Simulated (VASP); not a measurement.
Input of a VASP 6.6.1 run:

File INCAR:

```
SYSTEM = HfSn3O8
PREC = Accurate
ENCUT = 520
EDIFF = 1E-6
ISMEAR = -1
SIGMA = 0.02
LREAL = .False.
LASPH = .True.
NELM = 100
ALGO = Normal
ISIF = 2
LWAVE = .False.
LCHARG = .False.
GGA = PS
NBANDS = 62
```

The input KPOINTS:

```
regular mesh
0
Gamma
  6 6 4
  0 0 0
```

Contents of POSCAR:

```
HfSn3O8
1.0
    3.3799287280     -3.3913136197      0.0000000000
    3.3799287280      3.3913136197      0.0000000000
    0.0000000000      0.0000000000      6.4288746614
Sn Hf O
3 1 8
Direct
    0.5000000000      0.5000000000      0.2505472892
    0.5000000000      0.5000000000      0.7494527108
    0.0000000000      0.0000000000      0.5000000000
    0.0000000000      0.0000000000      0.0000000000
    0.1947688181      0.1947688181      0.2501870058
    0.8052311819      0.8052311819      0.2501870058
    0.6934186731      0.3065813269      0.0000000000
    0.3065813269      0.6934186731      0.0000000000
    0.1947688181      0.1947688181      0.7498129942
    0.8052311819      0.8052311819      0.7498129942
    0.6950254944      0.3049745056      0.5000000000
    0.3049745056      0.6950254944      0.5000000000
```

Potentials or basis: VASP PAW PBE potentials, release 64 (Sn_d, Hf_pv, O).

Launch:

```sh
$ cat potpaw_PBE.64/Sn_d/POTCAR potpaw_PBE.64/Hf_pv/POTCAR potpaw_PBE.64/O/POTCAR > POTCAR
$ mpirun -np 1 vasp_std > vasp.out
```

Predict the pressure.

-0.3 GPa.

Estimate the largest force.

0.189 eV/Å.

Stress tensor (GPa, compression positive):
```
-0.13  0.00  0.00
 0.00 -0.35  0.00
 0.00  0.00 -0.27
```

Caveat: the PAW data sets were made with another functional, which shifts forces and pressure a little.
